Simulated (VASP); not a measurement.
Runs of VASP 6.6.1 on ZrC7. The structure is that of space group P-43m (No. 215), or close to it. The cells are those of the table. 

| task | cell | k mesh | cutoff (eV) | smearing | gap on the mesh (eV) | pressure (GPa) | relaxed volume (Å³/atom) | largest force (eV/Å) |
| --- | --- | --- | --- | --- | --- | --- | --- | --- |
| single point | a = 4.034 Å, 8 atoms | 10 × 10 × 10 | 520 | gaussian 0.01 eV | 0.20 | 0.3 | - | 0.02 |
| single point | a = 5.174 Å, 8 atoms | 4 × 4 × 4 | 520 | gaussian 0.1 eV | (b) | -32.3 | - | 1.29 |
| relaxation of cell and atoms | relaxed from a = 4.034 Å, 8 atoms | 10 × 10 × 10 | 600 | gaussian 0.01 eV | 0.20 | 0.0 | (a) | - |
| single point | a = 4.034 Å, 8 atoms | 4 × 4 × 4 | 520 | gaussian 0.1 eV | 0.20 | 0.3 | - | 0.02 |
| relaxation of cell and atoms | relaxed from a = 5.174 Å, 8 atoms | 4 × 4 × 4 | 600 | gaussian 0.1 eV | 0.21 | 0.0 | 8.22 | 0.03 |

Alike in all rows: level PBE; potentials or basis VASP PAW PBE potentials, release 64 (Zr_sv, C); no spin polarisation.

Problem. Estimate the missing entries.

Solution. (a) 8.21; (b) 0.45.

Caveats: forces of over 1 eV/Å act on the atoms, so gaps and moduli don't describe the material at rest (some runs); the volume moved by over 15 % at a fixed basis, so the end points are rough (some runs).

A k mesh can miss the band edges, and the runs leave out spin-orbit coupling on Zr.
